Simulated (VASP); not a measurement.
Input of a VASP 6.6.1 run:

File POSCAR:

```
AlN
1.0
    0.0000000000      2.2115319131      2.2115319131
    2.2115319131      0.0000000000      2.2115319131
    2.2115319131      2.2115319131      0.0000000000
Al N
1 1
Direct
    0.0000000000      0.0000000000      0.0000000000
    0.2500000000      0.2500000000      0.2500000000
```

File INCAR.step1:

```
SYSTEM = AlN
PREC = Accurate ; ENCUT = 520
ISMEAR = 0 ; SIGMA = 0.01
LREAL = .False. ; LASPH = .True.
NELM = 60 ; NBANDS = 11
GGA = PE ; ALGO = Normal
EDIFF = 1E-4 ; LWAVE = .True.
LCHARG = .False.
```

File INCAR.step2:

```
SYSTEM = AlN
PREC = Accurate ; ENCUT = 520
EDIFF = 1E-6 ; ISMEAR = 0
SIGMA = 0.01 ; LREAL = .False.
LASPH = .True. ; NELM = 60
ALGO = Normal ; ISIF = 2
LWAVE = .False. ; LCHARG = .False.
METAGGA = R2SCAN ; LMIXTAU = .True.
NBANDS = 11 ; ISTART = 1
```

Contents of KPOINTS:

```
Automatic mesh
0
Gamma
  10 10 10
  0 0 0
```

Potentials or basis: VASP PAW PBE potentials, release 64 (Al, N).

Launch:

```sh
$ cat potpaw_PBE.64/Al/POTCAR potpaw_PBE.64/N/POTCAR > POTCAR
$ cp INCAR.step1 INCAR
$ mpirun -np 1 vasp_std > vasp.out
$ cp INCAR.step2 INCAR
$ mpirun -np 1 vasp_std > vasp.out
```

Predict the band gap on the k mesh.

3.90 eV, indirect (least direct gap 4.54 eV).

Estimate the pressure.

-7.5 GPa.

Caveat: the cell differs from its parent crystal (strain +1.2%); the PAW data sets were made with another functional, which shifts forces and pressure a little. A k mesh can miss the band edges.
